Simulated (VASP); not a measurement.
## CoSn: single point with PBE

Crystal: CoSn.

```
CELL_PARAMETERS angstrom
5.29659 0.00000 0.00000
-2.64829 4.58698 0.00000
0.00000 0.00000 4.18798
ATOMIC_POSITIONS crystal
Co 0.00000 0.50000 0.00000
Co 0.50000 0.50000 0.00000
Co 0.50000 0.00000 0.00000
Sn 0.66667 0.33333 0.50000
Sn 0.33333 0.66667 0.50000
Sn 0.00000 0.00000 0.00000
```

This cell differs from its parent crystal: strain -0.0100 x Voigt [0, 0, 1, 0, 0, 0].

| Property | Result |
| --- | --- |
| Program | VASP 6.6.1 |
| Task | single point |
| Functional | PBE |
| Potentials or basis | VASP PAW PBE potentials, release 64 (Co, Sn_d) |
| Cutoff | 520 eV |
| k mesh | 12 × 12 × 12 |
| Occupations | gaussian, width 0.15 eV |
| Spin | no spin polarisation |
| Dipole correction | no |
| Further INCAR settings | ALGO = Fast; EDIFF = 1e-06; NBANDS = 44 |

```
Pressure               : 1.3 GPa
Band gap on the k mesh : zero (an odd number of electrons rules out a gap without spin polarisation)
```

Stress tensor (GPa, compression positive):
```
0.54 0.00 0.00
0.00 0.54 0.00
0.00 0.00 2.69
```

Levels at points of the mesh, in eV from the Fermi level:
```csv
k point,band 31,band 32,band 33,band 34,band 35,band 36,band 37,band 38
"(0.00, 0.00, 0.00)",-0.48,-0.48,-0.45,-0.45,0.46,0.56,1.34,1.34
"(0.50, 0.00, 0.00)",-0.67,-0.46,-0.46,0.67,1.04,1.65,1.82,2.54
"(0.00, 0.00, 0.50)",-0.95,-0.54,-0.54,-0.54,-0.44,-0.44,-0.19,0.46
"(0.50, 0.00, 0.50)",-0.96,-0.71,-0.54,-0.45,-0.44,-0.18,0.40,1.19
```

Wall time 8.2 min on 1 thread of AMD EPYC 7R13 Processor (Zen 3), with other jobs on the host, peak memory 0.53 GiB.

Caveat: the cell differs from its parent crystal (strain -0.0100 x Voigt [0, 0, 1, 0, 0, 0]); spin-orbit coupling is left out, which moves the levels of the heavy elements; the run has no spin polarisation, though such a crystal can be magnetic. Spin polarisation is off, so any magnetic state and its effect on volume and gap are missing.
